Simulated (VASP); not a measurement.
# Al in VASP: single point with PBE

Aim: the single point of Al with PBE.

Everything below comes from runs of VASP 6.6.1. Logs are shortened: lines on timing, memory, paths and dates and some standing lists are left out, and cuts for length are marked.

## Step 1: The cell of the first run

The cell holds a slab with vacuum, 9 atoms: a = 2.864 Å, b = 2.864 Å, c = 32.200 Å, α = 90.00°, β = 90.00°, γ = 90.00°.

## Step 2: Single point, PBE

INCAR

```
SYSTEM = Al
  ALGO = Normal
  DIPOL = 0.5 0.5 0.500
  EDIFF = 1E-7
  ENCUT = 520
  GGA = PE
  IDIPOL = 3
  ISIF = 2
  ISMEAR = 0
  LASPH = .True.
  LCHARG = .True.
  LDIPOL = .True.
  LELF = .True.
  LREAL = .False.
  LVACPOTAV = .True.
  LVHAR = .True.
  LWAVE = .False.
  NBANDS = 24
  NELM = 60
  PREC = Accurate
  SIGMA = 0.05
```

KPOINTS

```
k-points
0
Gamma
  20 20 1
  0 0 0
```

POSCAR

```
Al
1.0
    2.8637824638      0.0000000000      0.0000000000
    0.0000000000      2.8637824638      0.0000000000
    0.0000000000      0.0000000000     32.2000000000
Al
9
Direct
    0.0000000000      0.0000000000      0.2489090560
    0.5000000000      0.5000000000      0.3123246344
    0.0000000000      0.0000000000      0.3751286022
    0.5000000000      0.5000000000      0.4379029724
    0.0000000000      0.0000000000      0.5000000007
    0.5000000000      0.5000000000      0.5620970273
    0.0000000000      0.0000000000      0.6248713983
    0.5000000000      0.5000000000      0.6876753656
    0.0000000000      0.0000000000      0.7510909430
```

Potentials or basis: VASP PAW PBE potentials, release 64 (Al).

Started as:

```
$ cat potpaw_PBE.64/Al/POTCAR > POTCAR
$ mpirun -np 1 vasp_std > vasp.out
```

OUTCAR:

```text
SYSTEM = Al
   EDIFF = 1E-7
   ENCUT = 520
   GGA = PE
   ISIF = 2
   ISMEAR = 0
   LASPH = .True.
   LREAL = .False.
   NELM = 60
   PREC = Accurate

 ion  position               nearest neighbor table
   1  0.000  0.000  0.249-   2 2.88   2 2.88   2 2.88   2 2.88
   2  0.500  0.500  0.312-   3 2.86   3 2.86   3 2.86   3 2.86   1 2.88   1 2.88   1 2.88   1 2.88

   3  0.000  0.000  0.375-   4 2.86   4 2.86   4 2.86   4 2.86   2 2.86   2 2.86   2 2.86   2 2.86

   4  0.500  0.500  0.438-   5 2.85   5 2.85   5 2.85   5 2.85   3 2.86   3 2.86   3 2.86   3 2.86

   5  0.000  0.000  0.500-   6 2.85   6 2.85   6 2.85   6 2.85   4 2.85   4 2.85   4 2.85   4 2.85

   6  0.500  0.500  0.562-   5 2.85   5 2.85   5 2.85   5 2.85   7 2.86   7 2.86   7 2.86   7 2.86

   7  0.000  0.000  0.625-   6 2.86   6 2.86   6 2.86   6 2.86   8 2.86   8 2.86   8 2.86   8 2.86

   8  0.500  0.500  0.688-   7 2.86   7 2.86   7 2.86   7 2.86   9 2.88   9 2.88   9 2.88   9 2.88

   9  0.000  0.000  0.751-   8 2.88   8 2.88   8 2.88   8 2.88

  LATTYP: Found a simple tetragonal cell.
 ALAT       =     2.8637824638
 C/A-ratio  =    11.2438707922

  Lattice vectors:

 A1 = (   2.8637824638,   0.0000000000,   0.0000000000)
 A2 = (   0.0000000000,   2.8637824638,   0.0000000000)
 A3 = (   0.0000000000,   0.0000000000,  32.2000000000)

Analysis of symmetry for initial positions (statically):
=====================================================================
 Subroutine PRICEL returns:
 Original cell was already a primitive cell.

 Routine SETGRP: Setting up the symmetry group for a
 simple tetragonal supercell.

 Subroutine GETGRP returns: Found 16 space group operations
 (whereof 16 operations were pure point group operations)
 out of a pool of 16 trial point group operations.

The static configuration has the point symmetry D_4h.

Analysis of symmetry for dynamics (positions and initial velocities):
=====================================================================
 Subroutine PRICEL returns:
 Original cell was already a primitive cell.

 Routine SETGRP: Setting up the symmetry group for a
 simple tetragonal supercell.

 Subroutine GETGRP returns: Found 16 space group operations
 (whereof 16 operations were pure point group operations)
 out of a pool of 16 trial point group operations.

The dynamic configuration has the point symmetry D_4h.

 Subroutine INISYM returns: Found 16 space group operations
 (whereof 16 operations are pure point group operations),
 and found     1 'primitive' translations

----------------------------------------------------------------------------------------

                                     Primitive cell

  volume of cell :     264.0802

  direct lattice vectors                    reciprocal lattice vectors
     2.863782464  0.000000000  0.000000000     0.349188534  0.000000000  0.000000000
     0.000000000  2.863782464  0.000000000     0.000000000  0.349188534  0.000000000
     0.000000000  0.000000000 32.200000000     0.000000000  0.000000000  0.031055901

  length of vectors
     2.863782464  2.863782464 32.200000000     0.349188534  0.349188534  0.031055901

  position of ions in fractional coordinates (direct lattice)
     0.000000000  0.000000000  0.248909056
     0.500000000  0.500000000  0.312324634
     0.000000000  0.000000000  0.375128602
     0.500000000  0.500000000  0.437902972
     0.000000000  0.000000000  0.500000001
     0.500000000  0.500000000  0.562097027
     0.000000000  0.000000000  0.624871398
     0.500000000  0.500000000  0.687675366
     0.000000000  0.000000000  0.751090943

  ion indices of the primitive-cell ions
   primitive index   ion index
                 1           1
                 2           2
                 3           3
                 4           4
                 5           5
                 6           6
                 7           7
                 8           8
                 9           9

----------------------------------------------------------------------------------------

 KPOINTS: k-points

Automatic generation of k-mesh.
 Grid dimensions read from file:
 generate k-points for:   20   20    1

 Generating k-lattice:

  Cartesian coordinates                     Fractional coordinates (reciprocal lattice)
     0.017459427  0.000000000  0.000000000     0.050000000  0.000000000  0.000000000
     0.000000000  0.017459427  0.000000000     0.000000000  0.050000000  0.000000000
     0.000000000  0.000000000  0.031055901     0.000000000  0.000000000  1.000000000

  Length of vectors
     0.017459427  0.017459427  0.031055901

  Shift w.r.t. Gamma in fractional coordinates (k-lattice)
     0.000000000  0.000000000  0.000000000

 Subroutine IBZKPT returns following result:
 ===========================================

 Found     66 irreducible k-points:

 Following reciprocal coordinates:
            Coordinates               Weight
  0.000000  0.000000  0.000000      1.000000
  0.050000  0.000000  0.000000      4.000000
  0.100000  0.000000  0.000000      4.000000
  0.150000  0.000000  0.000000      4.000000
  0.200000  0.000000  0.000000      4.000000
  0.250000  0.000000  0.000000      4.000000
[... 16 lines left out ...]
  0.150000  0.100000  0.000000      8.000000
  0.200000  0.100000  0.000000      8.000000
 [... further k-points ...]
   k-points           NKPTS =     66   k-points in BZ     NKDIM =     66   number of bands    NBANDS=     24
   number of dos      NEDOS =    301   number of ions     NIONS =      9
   total plane-waves  NPLWV = 138240
   dimension x,y,z NGX =    24 NGY =   24 NGZ =  240
   dimension x,y,z NGXF=    48 NGYF=   48 NGZF=  480
   ions per type =               9
   NGX,Y,Z   is equivalent  to a cutoff of  13.93, 13.93, 12.39 a.u.
   NGXF,Y,Z  is equivalent  to a cutoff of  27.86, 27.86, 24.78 a.u.
 SYSTEM =  Al
   PREC   = accura    normal or accurate (medium, high low for compatibility)
   ISTART =      0    job   : 0-new  1-cont  2-samecut
   ICHARG =      2    charge: 1-file 2-atom 10-const
   ISPIN  =      1    spin polarized calculation?
   LNONCOLLINEAR =      F non collinear calculations
   LSORBIT =      F    spin-orbit coupling
   LASPH  =      T    aspherical Exc in radial PAW
   ENCUT  =  520.0 eV  38.22 Ry    6.18 a.u.   5.32  5.32 59.87*2*pi/ulx,y,z
   NELM   =     60;   NELMIN=  2; NELMDL= -5     # of ELM steps
   EDIFF  = 0.1E-06   stopping-criterion for ELM
   LREAL  =      F    real-space projection
   EDIFFG = 0.1E-05   stopping-criterion for IOM
   NSW    =      0    number of steps for IOM
   IBRION =     -1    ionic relax: 0-MD 1-quasi-New 2-CG
   NFREE  =      0    steps in history (QN), initial steepest desc. (CG)
   ISIF   =      2    stress and relaxation
   ISYM   =      2    0-nonsym 1-usesym 2-fastsym
   POTIM  = 0.5000    time-step for ionic-motion
   TEBEG  =    0.0;   TEEND  =   0.0 temperature during run
   PSTRESS=    0.0 pullay stress
   NELECT =      27.0000    total number of electrons
   NUPDOWN=      -1.0000    fix difference up-down
   EMIN   =  10.00;   EMAX   =-10.00  energy-range for DOS
   EFERMI =   0.00;   METHOD = LEGACY
   ISMEAR =     0;   SIGMA  =   0.05  broadening in eV -4-tet -1-fermi 0-gaus
   EFERMI_NEDOS =   21; number of points for ismear=-14 and -15
   IALGO  =     38    algorithm
   IMIX   =      4    mixing-type and parameters
     AMIX     =   0.40;   BMIX     =  1.00
     AMIX_MAG =   1.60;   BMIX_MAG =  1.00
  volume/ion in A,a.u.               =      29.34       198.01
  Fermi-wavevector in a.u.,A,eV,Ry     =   0.765510  1.446604  7.973086  0.586005
  Thomas-Fermi vector in A             =   1.865646
   LORBIT       =      0    0 simple, 1 ext, 2 COOP (PROOUT), +10 PAW based schemes
   GGA     = PE    functional components
   LHFCALC =     F    Hartree Fock is set to
   AEXX    =    0.0000 exact exchange contribution
   IVDW    =     0    specifies the selected vdW correction
   LEPSILON=     F    determine dielectric tensor
   LRPA    =     F    only Hartree local field effects (RPA)
 non-spin polarized calculation
 Gauss-broadening in eV      SIGMA  =   0.05
  energy-cutoff  :      520.00
  volume of cell :      264.08
 maximum number of plane-waves:      7181
 NGX is ok and might be reduce to    24
   NGX = 11   NGY = 11   NGZ =119

 dipolmoment           0.000000      0.000000     -0.000000 electrons x Angstroem

 number of electron      27.0000000 magnetization

 dipolmoment           0.000000      0.000000      0.000000 electrons x Angstroem

 Free energy of the ion-electron system (eV)
  ---------------------------------------------------
  ext. energy  EPLUGINS =         0.00000000
  ---------------------------------------------------
  free energy    TOTEN  =       -32.73075664 eV

  energy without entropy =      -32.72461979  energy(sigma->0) =      -32.72768821

 E-fermi :   2.7161     XC(G=0):  -6.3587

 val. band max:        2.7090363557   @ k =   0.2000   0.0500   0.0000
 cond. band min:       2.7175880764   @ k =   0.3500   0.1000   0.0000
 fundamental gap:      0.0085517207
 Fermi energy:         2.7160911235

 k-point     1 :       0.0000    0.0000    0.0000
  band No.  band energies     occupation
      1      -8.3519      2.00000
      2      -7.9985      2.00000
      3      -7.4916      2.00000
      4      -6.7754      2.00000
      5      -5.8845      2.00000
      6      -4.8294      2.00000
[... 16 lines left out ...]
     23       8.5973      0.00000
     24       8.8235      0.00000

 k-point     2 :       0.0500    0.0000    0.0000
  band No.  band energies     occupation
      1      -8.3068      2.00000
      2      -7.9535      2.00000
      3      -7.4468      2.00000
      4      -6.7307      2.00000
      5      -5.8401      2.00000
      6      -4.7852      2.00000
[... 16 lines left out ...]
     23       8.6360      0.00000
     24       9.1268      0.00000

 k-point     3 :       0.1000    0.0000    0.0000
  band No.  band energies     occupation
      1      -8.1716      2.00000
      2      -7.8186      2.00000
      3      -7.3123      2.00000
      4      -6.5969      2.00000
      5      -5.7070      2.00000
      6      -4.6530      2.00000
[... 16 lines left out ...]
     23       8.4370      0.00000
     24       8.7442      0.00000

 k-point     4 :       0.1500    0.0000    0.0000
  band No.  band energies     occupation
      1      -7.9466      2.00000
      2      -7.5940      2.00000
      3      -7.0885      2.00000
      4      -6.3741      2.00000
      5      -5.4854      2.00000
      6      -4.4328      2.00000
[... 16 lines left out ...]
     23       8.5561      0.00000
     24       8.5637      0.00000

 k-point     5 :       0.2000    0.0000    0.0000
  band No.  band energies     occupation
      1      -7.6321      2.00000
      2      -7.2802      2.00000
      3      -6.7757      2.00000
      4      -6.0627      2.00000
      5      -5.1758      2.00000
      6      -4.1252      2.00000
[... 451 lines left out ...]
 k-point    22 :       0.1000    0.1000    0.0000
  band No.  band energies     occupation
      1      -7.9915      2.00000
      2      -7.6389      2.00000
      3      -7.1332      2.00000
      4      -6.4186      2.00000
      5      -5.5297      2.00000
      6      -4.4768      2.00000
[... 16 lines left out ...]
     23       7.4628      0.00000
     24       7.9135      0.00000

 k-point    23 :       0.1500    0.1000    0.0000
  band No.  band energies     occupation
      1      -7.7668      2.00000
      2      -7.4146      2.00000
      3      -6.9097      2.00000
      4      -6.1960      2.00000
      5      -5.3084      2.00000
      6      -4.2569      2.00000
[... 16 lines left out ...]
     23       7.4082      0.00000
     24       7.5624      0.00000

 k-point    24 :       0.2000    0.1000    0.0000
  band No.  band energies     occupation
      1      -7.4527      2.00000
      2      -7.1012      2.00000
      3      -6.5973      2.00000
      4      -5.8850      2.00000
      5      -4.9991      2.00000
      6      -3.9496      2.00000
[... 16 lines left out ...]
     23       7.3571      0.00000
     24       7.4945      0.00000

 [... further k-points ...]

------------------------ aborting loop because EDIFF is reached ----------------------------------------

  FORCE on cell =-STRESS in cart. coord.  units (eV):
  Direction    XX          YY          ZZ          XY          YZ          ZX
  --------------------------------------------------------------------------------------
  -------------------------------------------------------------------------------------
  Total       -1.8420889     -1.8420889     -0.1101081      0.0000000      0.0000000     -0.0000000
  in kB      -11.1759703    -11.1759703     -0.6680269      0.0000000      0.0000000     -0.0000000
  external PRESSURE =      -7.6733225 kB  Pullay stress =       0.0000000 kB

 VOLUME and BASIS-vectors are now :
 -----------------------------------------------------------------------------
  energy-cutoff  :      520.00
  volume of cell :      264.08
      direct lattice vectors                 reciprocal lattice vectors
     2.863782464  0.000000000  0.000000000     0.349188534  0.000000000  0.000000000
     0.000000000  2.863782464  0.000000000     0.000000000  0.349188534  0.000000000
     0.000000000  0.000000000 32.200000000     0.000000000  0.000000000  0.031055901

 POSITION                                       TOTAL-FORCE (eV/Angst)
 -----------------------------------------------------------------------------------
      0.00000      0.00000      8.01487         0.000000      0.000000      0.006769
      1.43189      1.43189     10.05685         0.000000     -0.000000     -0.001262
      0.00000      0.00000     12.07914        -0.000000      0.000000      0.001425
      1.43189      1.43189     14.10048         0.000000      0.000000     -0.000708
      0.00000      0.00000     16.10000         0.000000     -0.000000      0.000000
      1.43189      1.43189     18.09952        -0.000000     -0.000000      0.000708
      0.00000      0.00000     20.12086         0.000000      0.000000     -0.001425
      1.43189      1.43189     22.14315         0.000000     -0.000000      0.001262
      0.00000      0.00000     24.18513         0.000000      0.000000     -0.006769
 -----------------------------------------------------------------------------------
    total drift:                                0.000000      0.000000      0.000000

  FREE ENERGIE OF THE ION-ELECTRON SYSTEM (eV)
  ---------------------------------------------------
  free  energy   TOTEN  =       -32.7307566366 eV

  energy  without entropy=      -32.7246197914  energy(sigma->0) =      -32.72768821

 vacuum level on the upper side and lower side of the slab         6.935         6.935
```

Run time: 15 min. Hardware: 1 thread of AMD EPYC 7R13, shared host; peak memory 0.51 GiB.

Results:

| Quantity | Value |
| --- | --- |
| Free energy | -32.7308 eV |
| Largest force | 0.007 eV/Å |
| Band gap on the k mesh | zero (an odd number of electrons rules out a gap without spin polarisation) |

Forces in eV/Å, atoms in the order of the input:
```
Al   0.000  0.000  0.007
Al   0.000  0.000 -0.001
Al   0.000  0.000  0.001
Al   0.000  0.000 -0.001
Al   0.000  0.000  0.000
Al   0.000  0.000  0.001
Al   0.000  0.000 -0.001
Al   0.000  0.000  0.001
Al   0.000  0.000 -0.007
```

Levels at points of the mesh, in eV from the Fermi level:
| k point | band 10 | band 11 | band 12 | band 13 | band 14 | band 15 | band 16 | band 17 | band 18 | band 19 |
| --- | --- | --- | --- | --- | --- | --- | --- | --- | --- | --- |
| (0.00, 0.00, 0.00) | -2.38 | -0.13 | 1.49 | 2.93 | 3.88 | 4.21 | 5.27 | 5.34 | 5.44 | 5.57 |
| (0.50, 0.00, 0.00) | -4.19 | -3.26 | -3.13 | -2.09 | -1.89 | -0.78 | -0.48 | 0.70 | 1.30 | 1.55 |
| (0.50, 0.50, 0.00) | -1.44 | -1.27 | -1.21 | -0.82 | -0.69 | -0.61 | -0.61 | -0.27 | 0.21 | 0.38 |
